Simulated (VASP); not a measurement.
# H3C2N in VASP: notebook, part 2 of 2

VASP 6.6.1. Earlier steps stand in the parts before.

**4. Single point, PBE+D3(BJ)**

INCAR reads:

```
PREC = Accurate
ENCUT = 520
EDIFF = 1E-6
ISMEAR = -1
SIGMA = 0.05
LREAL = Auto
LASPH = True
NELM = 60
ALGO = Normal
ISIF = 2
LWAVE = False
LCHARG = True
GGA = PE
IVDW = 12
LELF = True
LVHAR = True
NBANDS = 72
```

KPOINTS reads:

```
regular mesh
0
Gamma
  1 1 1
```

POSCAR reads:

```
H3C2N
1.0
    8.0517480000      0.0000000000      0.0000000000
    0.0000000000      8.0517480000      0.0000000000
    0.0000000000      0.0000000000      8.0517480000
C N H
12 6 18
Direct
    0.2010122522      0.3362872261      0.4519515514
    0.3780297148      0.3628653058      0.4157233932
    0.3632751547      0.7729004932      0.5215637648
    0.4685566414      0.7701681672      0.3758065950
    0.8468347494      0.5441302932      0.3141553859
    0.9516815479      0.6300867836      0.2018319500
    0.6468533292      0.1591331472      0.9848917279
    0.5191791894      0.0785543711      0.8729533016
    0.8687057767      0.0229639576      0.3959761284
    0.8253859907     -0.0748408917      0.5525756643
    0.0920793845      0.1740740023      0.9429629442
   -0.0267271157      0.2062533502      0.8258827773
    0.5280592487      0.3925110423      0.4141957746
    0.5040520394      0.7675476182      0.2358494081
    1.0156676538      0.6908810360      0.0824044667
    0.4180334506      0.0671282807      0.7652872395
    0.7833205908     -0.1212655935      0.6840874801
   -0.1146210736      0.2824479852      0.7433416943
    0.1182351956      0.3632627350      0.3362002884
    0.1406651078      0.2341851732      0.5110443099
    0.1583134495      0.4488466355      0.5457200101
    0.4440650651      0.7129259386      0.6041172675
    0.3031888231      0.8864037970      0.5546994268
    0.2392772352      0.7070265984      0.5081877873
    0.8872234948      0.5399076076      0.4649549390
    0.7307978342      0.5857610049      0.2856646780
    0.8082592749      0.4108797245      0.2681902116
    0.5899836905      0.2064644845      1.1186763421
    0.7432547566      0.0777843519      1.0271310031
    0.6950913019      0.2889062102      0.9343809568
    0.9787688338     -0.0188654687      0.3437017651
    0.7609155180      0.0393703330      0.2974385189
    0.9497440804      0.1412736713      0.4172137528
    0.1078647767      0.2860124286      1.0353776596
    0.0480889367      0.0928245643      1.0501694787
    0.2138790235      0.1475828603      0.9017793403
```

Potentials or basis: VASP PAW PBE potentials, release 64 (C, N, H).

Launch:

```
$ cat potpaw_PBE.64/C/POTCAR potpaw_PBE.64/N/POTCAR potpaw_PBE.64/H/POTCAR > POTCAR
$ mpirun -np 1 vasp_gam > vasp.out
```

OUTCAR:

```text
PREC = Accurate
   ENCUT = 520
   EDIFF = 1E-6
   ISMEAR = -1
   LREAL = Auto
   LASPH = True
   NELM = 60
   ISIF = 2
   GGA = PE
   IVDW = 12
 IVDW          = 12

 ion  position               nearest neighbor table
   1  0.201  0.336  0.452-  20 1.07  19 1.17  21 1.23   2 1.47
   2  0.378  0.363  0.416-  13 1.23   1 1.47
   3  0.363  0.773  0.522-  22 1.05  23 1.07  24 1.14   4 1.45
   4  0.469  0.770  0.376-  14 1.16   3 1.45
   5  0.847  0.544  0.314-  26 1.02  27 1.18  25 1.26   6 1.42
   6  0.952  0.630  0.202-  15 1.20   5 1.42
   7  0.647  0.159  0.985-  29 1.07  30 1.19  28 1.23   8 1.51
   8  0.519  0.079  0.873-  16 1.19   7 1.51
   9  0.869  0.023  0.396-  31 1.04  33 1.17  32 1.18  10 1.53
  10  0.825  0.925  0.553-  17 1.17   9 1.53
  11  0.092  0.174  0.943-  36 1.06  35 1.14  34 1.18  12 1.37
  12  0.973  0.206  0.826-  18 1.15  11 1.37
  13  0.528  0.393  0.414-   2 1.23
  14  0.504  0.768  0.236-   4 1.16
  15  0.016  0.691  0.082-   6 1.20
  16  0.418  0.067  0.765-   8 1.19
  17  0.783  0.879  0.684-  10 1.17
[... 17 lines left out ...]
  35  0.048  0.093  0.050-  11 1.14
[... 234 lines left out ...]
 Fermi energy:        -3.0717994124

 k-point     1 :       0.0000    0.0000    0.0000
  band No.  band energies     occupation
      1     -19.9611      2.00000
      2     -19.5277      2.00000
      3     -19.4680      2.00000
      4     -19.3331      2.00000
      5     -19.2725      2.00000
      6     -19.1750      2.00000
[... 52 lines left out ...]
     59       2.5627      0.00000
     60       2.6883      0.00000
 [bands above 60 left out]

------------------------ aborting loop because EDIFF is reached ----------------------------------------

 Edisp (eV)   -1.65150

 E8    (eV) :    -0.3970

  FORCE on cell =-STRESS in cart. coord.  units (eV):
  Direction    XX          YY          ZZ          XY          YZ          ZX
  --------------------------------------------------------------------------------------
  -------------------------------------------------------------------------------------
  Total      -8.20286    -3.27406   -12.79423   -10.32437    -1.93524    -1.93872
  in kB     -25.17707   -10.04908   -39.26940   -31.68864    -5.93984    -5.95051
  external pressure =      -24.83 kB  Pullay stress =        0.00 kB

 VOLUME and BASIS-vectors are now :
 -----------------------------------------------------------------------------
  energy-cutoff  :      520.00
  volume of cell :      522.00
      direct lattice vectors                 reciprocal lattice vectors
     8.051748000  0.000000000  0.000000000     0.124196634  0.000000000  0.000000000
     0.000000000  8.051748000  0.000000000     0.000000000  0.124196634  0.000000000
     0.000000000  0.000000000  8.051748000     0.000000000  0.000000000  0.124196634

 POSITION                                       TOTAL-FORCE (eV/Angst)
 -----------------------------------------------------------------------------------
      1.61850      2.70770      3.63900        -1.581507      4.288635     -0.660214
      3.04380      2.92170      3.34730         4.797336      0.213306      1.005921
      2.92500      6.22320      4.19950        -1.262802     -1.014802     -1.134324
      3.77270      6.20120      3.02590        -2.436016      0.700868     -0.922281
      6.81850      4.38120      2.52950         1.925062     -3.189444      2.788723
      7.66270      5.07330      1.62510         1.717727      0.897099     -3.172386
[... 28 lines left out ...]
      0.38720      0.74740      0.40395         0.441386     -0.478470     -1.416557
      1.72210      1.18830      7.26090         1.022336     -0.770270     -0.551579
 -----------------------------------------------------------------------------------
    total drift:                               -0.035745     -0.019036      0.002486

  FREE ENERGIE OF THE ION-ELECTRON SYSTEM (eV)
  ---------------------------------------------------
  free  energy   TOTEN  =      -217.2756201863 eV

  energy  without entropy=     -217.2756201863  energy(sigma->0) =     -217.27562019
```

stdout:

```text
POSCAR found type information on POSCAR C N H
 POSCAR found :  3 types and      36 ions
 scaLAPACK will be used
 LDA part: xc-table for (Slater+PW92), standard interpolation
 POSCAR, INCAR and KPOINTS ok, starting setup
 FFT: planning ... GRIDC
 FFT: planning ... GRID_SOFT
 FFT: planning ... GRID
 WAVECAR not read
 entering main loop
```

It took 58 s on 1 thread of Intel Xeon Platinum 8488C (Sapphire Rapids), shared host; peak memory 0.46 GiB.

What came out:

- Free energy: -217.2756 eV
- Pressure: -2.5 GPa
- Largest force: 6.191 eV/Å
- Band gap on the k mesh: 5.33 eV
- Dispersion energy per atom: -0.046 eV

Forces in eV/Å, atoms in the order of the input:
```
C   -1.582  4.289 -0.660
C    4.797  0.213  1.006
C   -1.263 -1.015 -1.134
C   -2.436  0.701 -0.922
C    1.925 -3.189  2.789
C    1.718  0.897 -3.172
C   -2.219  2.501  1.816
C   -0.315  1.873 -1.063
C   -1.214  1.249  0.847
C    0.043  1.941 -1.035
C    0.468  0.375  5.808
C    0.148  0.952 -0.339
N   -6.031 -1.379 -0.237
N    1.141  0.077 -0.491
N   -0.854 -0.865  2.534
N    1.825 -0.214  2.115
N    0.360 -0.242 -0.873
N   -1.409  0.681 -2.114
H    1.247 -0.244  1.153
H    0.787 -1.350  0.527
H    0.902 -1.831 -1.634
H    0.241 -0.419  2.391
H    1.008  1.428  0.572
H    1.293 -0.593 -0.500
H   -1.131  0.201 -3.294
H   -3.017  1.908  0.409
H    1.453  1.163  0.720
H    0.287 -1.131 -2.383
H    0.721 -0.587 -0.378
H   -0.813 -2.410  0.271
H    1.356 -2.509 -1.667
H    1.704 -0.317  1.829
H   -2.404 -0.404  0.812
H   -0.200 -0.498 -1.733
H    0.441 -0.478 -1.417
H    1.022 -0.770 -0.552
```

Caveat: the k points lie up to 0.78 Å⁻¹ apart.

**5. Single point, PBE+D3(BJ)**

INCAR reads:

```
SYSTEM = H3C2N
ALGO = Normal
EDIFF = 1E-7
ENCUT = 520
GGA = PE
ISIF = 2
ISMEAR = -1
IVDW = 12
LASPH = .TRUE.
LCHARG = .TRUE.
LELF = .TRUE.
LREAL = Auto
LVHAR = .TRUE.
LWAVE = .FALSE.
NBANDS = 72
NELM = 60
PREC = Accurate
SIGMA = 0.05
```

KPOINTS reads:

```
k-points
0
G
  1 1 1
  0 0 0
```

POSCAR reads:

```
H3C2N
1.0
    8.0517480000      0.0000000000      0.0000000000
    0.0000000000      8.0517480000      0.0000000000
    0.0000000000      0.0000000000      8.0517480000
C N H
12 6 18
Direct
    0.2041544271      0.3471668512      0.4978546273
    0.3728631348      0.3218679969      0.4099234104
    0.4404633627      0.7304749230      0.4982023779
    0.4932220929      0.7983980621      0.3403981347
    0.8675755873      0.5525384053      0.2516348003
    0.9571958785      0.5911635585      0.1023256068
    0.4899308821      0.1447014984      1.0082655344
    0.4112150554      0.0921787418      0.8420780183
    0.9043750500      0.0042972035      0.4629802125
    0.8400411935     -0.1365417795      0.5538300503
   -0.0801192486      0.1339088109      0.9863448285
   -0.1171422653      0.2606763153      0.8786042484
    0.4674637110      0.3524576278      0.3094110745
    0.5465148686      0.8690535273      0.2252554352
    1.0787595439      0.6095694997      0.0273729381
    0.3546931672      0.0281677966      0.7264261127
    0.8435435386     -0.2556711909      0.6311548747
   -0.1550346583      0.3437762831      0.7633125130
    0.1015555877      0.3101438346      0.4150651511
    0.2000807775      0.3519732610      0.6231938704
    0.2070109497      0.4869253235      0.4948863278
    0.5429876842      0.6482070726      0.5358091187
    0.4604093422      0.8152267061      0.5941194384
    0.3015245882      0.6913654029      0.4846649448
    0.9466640039      0.6048127686      0.3556743207
    0.7497129816      0.6088988379      0.2554973156
    0.8480518764      0.4156737146      0.2261993296
    0.4647934834      0.0354581390      1.0873415313
    0.6098303126      0.1390505515      1.0068000141
    0.4530072228      0.2731704966      1.0736923212
    0.8766171023     -0.0166175096      0.3412178325
    0.9088088698      0.1377092279      0.4894092562
    1.0477352247     -0.0292979860      0.4596393230
    0.0556773511      0.0951346217      1.0005901824
   -0.1458689467      0.1731052686      1.1075855827
   -0.1225696582      0.0088428003      0.9506258765
```

Launch:

```
$ cat potpaw_PBE.64/C/POTCAR potpaw_PBE.64/N/POTCAR potpaw_PBE.64/H/POTCAR > POTCAR
$ mpirun -np 1 vasp_gam > vasp.out
```

Run time: 66 s. Hardware: 1 thread of Intel Xeon Platinum 8488C (Sapphire Rapids), shared host; peak memory 0.46 GiB.

The run converged. Its results:

| Item | Value |
| --- | --- |
| Free energy | -217.9070 eV |
| Pressure | 1.4 GPa |
| Largest force | 7.209 eV/Å |
| Band gap on the k mesh | 5.43 eV |
| Dispersion energy per atom | -0.045 eV |

Forces in eV/Å, atoms in the order of the input:
```
C    2.343  2.126 -4.224
C   -4.869 -0.007  3.109
C   -0.842 -1.328 -1.815
C    0.267  0.904  0.207
C    0.692 -0.857 -0.461
C    0.944  0.589  0.623
C   -7.098  1.031 -0.725
C    1.691  1.301  3.023
C    3.715 -0.593  1.007
C    0.830  3.203 -0.405
C    1.041 -2.183  3.505
C   -0.729  2.046 -4.596
N    2.989  0.328 -1.967
N    0.048 -0.902  0.410
N    0.544  0.313 -1.323
N   -0.652 -0.092 -0.879
N   -0.808 -2.585  1.504
N    0.440 -0.723  1.658
H    0.243 -0.306  0.753
H   -0.312 -1.744  3.513
H   -0.411 -0.320 -0.782
H   -0.707 -1.269 -0.236
H   -0.535  1.992  1.176
H    2.068  0.072  0.659
H   -0.759 -1.232 -0.430
H   -1.456  0.571  0.102
H    0.065  0.658  1.502
H   -0.521  0.531  0.180
H    5.931  0.027 -0.790
H    0.185 -2.251 -1.518
H   -1.117 -0.041 -3.116
H   -1.030 -0.330  0.855
H   -1.634  0.524  0.257
H   -0.832  1.233  0.206
H    1.094 -0.966 -0.703
H   -0.821  0.280 -0.278
```

Stress tensor (GPa, compression positive):
```
 0.36  0.50 -1.31
 0.50  0.79 -2.57
-1.31 -2.57  3.04
```

Levels at points of the mesh, in eV from the valence-band top:
```tsv
k point	band 45	band 46	band 47	band 48	band 49	band 50	band 51	band 52
(0.00, 0.00, 0.00)	-0.33	-0.32	-0.05	0.00	5.43	6.08	6.23	6.38
```

Caveat: the k points lie up to 0.78 Å⁻¹ apart.
